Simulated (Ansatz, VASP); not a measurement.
This is a calculation of Al for Ansatz 0.2.0.

input.yaml

```yaml
crystal:
  lattice:
    - [-1.69895, 1.564306, 1.600798]
    - [1.630953, -1.582909, 1.551404]
    - [1.660366, 1.544325, -1.619401]
  atoms:
    - { symbol: Al, position: [-0.000693, 0.012387, 0.005849] }
kpoints:
  mp_grid: { grid: [12, 12, 12] }
scf:
  occupations: { method: fermi_dirac, width: 0.05 }
hamiltonian:
  xc: pbesol
  pseudopotentials: { kind: all_electron, lapw: { basis_error: 0.001 } }
output:
  forces: true
  stress: true
  eigenvalues: true
  populations: true
```

Potentials or basis: all-electron LAPW, scalar-relativistic.

Command:

```sh
$ ansatz run input.yaml --threads 1 --pin off --max-ram 3072MiB --backend cpu --events-out ev --progress --plain --runs-dir out
```

Q: Set up the same calculation for VASP 6.6.1. Potentials there: VASP PAW PBE potentials, release 64 (Al).

A: As run (the cutoff follows the program's own potentials):

The input INCAR:

```
SYSTEM = Al
PREC = Accurate
ENCUT = 520
EDIFF = 1E-7
ISMEAR = -1
SIGMA = 0.05
LREAL = .FALSE.
LASPH = .TRUE.
NELM = 80
ALGO = Normal
ISIF = 2
LWAVE = .FALSE.
LCHARG = .FALSE.
GGA = PS
NBANDS = 8
```

The input KPOINTS:

```
regular mesh
0
G
  12 12 12
  0 0 0
```

Contents of POSCAR:

```
Al
1.0
   -1.6989500000      1.5643060000      1.6007980000
    1.6309530000     -1.5829090000      1.5514040000
    1.6603660000      1.5443250000     -1.6194010000
Al
1
Direct
   -0.0006930000      0.0123870000      0.0058490000
```

Potentials or basis: VASP PAW PBE potentials, release 64 (Al).

Command:

```console
$ cat potpaw_PBE.64/Al/POTCAR > POTCAR
$ mpirun -np 1 vasp_std > vasp.out
```

Both were run:

|  | VASP | Ansatz | Ansatz less VASP |
| --- | --- | --- | --- |
| gap on the k mesh at the Fermi level (eV) | none | none | - |
| pressure (GPa) | 2.4 | 2.4 | -0.06 |
| traceless stress, the component that is largest in VASP (GPa) | 1.41 | 1.39 | -0.020 |

VASP's potentials were made for PBE, not for PBEsol. A gap of «none» marks a metal or a gap that the smearing closes. Ansatz ran all-electron here, and VASP with PAW potentials.
